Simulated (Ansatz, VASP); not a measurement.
Two plane-wave programs on AlGa2As3

File INCAR:

```
SYSTEM = AlGa2As3
ALGO = Normal
EDIFF = 1E-6
ENCUT = 520
GGA = PE
ISIF = 2
ISMEAR = -1
LASPH = .True.
LCHARG = .False.
LREAL = .False.
LWAVE = .False.
NBANDS = 31
NELM = 80
PREC = Accurate
SIGMA = 0.02
```

File KPOINTS:

```
k-points
0
Gamma
  12 12 4
  0 0 0
```

The input POSCAR:

```
AlGa2As3
1.0
    4.0120516032      0.0000000000      0.0000000000
   -2.0060258016      3.4745386096      0.0000000000
    0.0000000000      0.0000000000      9.8113434794
Al Ga As
1 2 3
Direct
    0.0000000000      0.0000000000     -0.0006297212
    0.6666666667      0.3333333333      0.6665133694
    0.3333333333      0.6666666667      0.3337345274
    0.6666666667      0.3333333333      0.9170552830
    0.3333333333      0.6666666667      0.5834318756
    0.0000000000      0.0000000000      0.2498946656
```

Input for Ansatz:

```yaml
crystal:
  lattice:
    - [4.0120516032, 0.0, 0.0]
    - [-2.0060258016, 3.4745386096, 0.0]
    - [0.0, 0.0, 9.8113434794]
  atoms:
    - { symbol: Al, position: [0.0, 0.0, -0.0006297212] }
    - { symbol: Ga, position: [0.6666666667, 0.3333333333, 0.6665133694] }
    - { symbol: Ga, position: [0.3333333333, 0.6666666667, 0.3337345274] }
    - { symbol: As, position: [0.6666666667, 0.3333333333, 0.917055283] }
    - { symbol: As, position: [0.3333333333, 0.6666666667, 0.5834318756] }
    - { symbol: As, position: [0.0, 0.0, 0.2498946656] }
kpoints:
  mp_grid: { grid: [12, 12, 4] }
  band_path:
    path:
      - [[0.0, 0.0, 0.0], [0.5, 5.67956012498e-17, -2.250967136542e-18], [0.3333333333333, 0.3333333333333, -1.500644757695e-18], [0.0, 0.0, 0.0], [1.573575768156e-35, 4.295008915785e-36, 0.5], [0.5, 5.68896311563e-17, 0.5], [0.3333333333333, 0.3333333333333, 0.5], [1.573575768156e-35, 4.295008915785e-36, 0.5]]
      - [[0.5, 5.68896311563e-17, 0.5], [0.5, 5.67956012498e-17, -2.250967136542e-18]]
      - [[0.3333333333333, 0.3333333333333, 0.5], [0.3333333333333, 0.3333333333333, -1.500644757695e-18]]
    npoints: 10
hamiltonian:
  xc: pbe
scf:
  occupations: { method: fermi_dirac, width: 0.02 }
  n_extra_bands: 5
output:
  forces: true
  stress: true
  eigenvalues: true
```

Alike in both runs: task single point; functional PBE; k mesh 12 × 12 × 4; occupations fermi-dirac, width 0.02 eV; no spin polarisation.

```csv
,VASP,Ansatz
version,VASP 6.6.1,Ansatz 0.2.0
potentials or method,"VASP PAW PBE potentials, release 64 (Al, Ga_d, As)","plane waves, PAW"
plane-wave cutoff (eV),520,420
valence electrons in the cell,44,74
```

Ansatz gave:

| Quantity | Value |
| --- | --- |
| gap on the k mesh at the Fermi level (eV) | 0.78 |
| pressure (GPa) | 2.5 |
| traceless stress, the component that is largest in VASP (GPa) | 0.11 |
| rms of the force components (eV/Å) | 0.017 |

**Question.** What did VASP give for the same quantities?

**Answer.** gap on the k mesh at the Fermi level (eV): 0.78; pressure (GPa): 2.7; traceless stress, the component that is largest in VASP (GPa): 0.11; rms of the force components (eV/Å): 0.018.

Atom by atom the forces differ by 0.001 eV/Å (rms over components). With one functional, cell and mesh, what is left measures potentials, basis and numerics. VASP's potentials hold 44 valence electrons a cell and Ansatz's 74, so a difference there can come from the potentials and not from the codes.
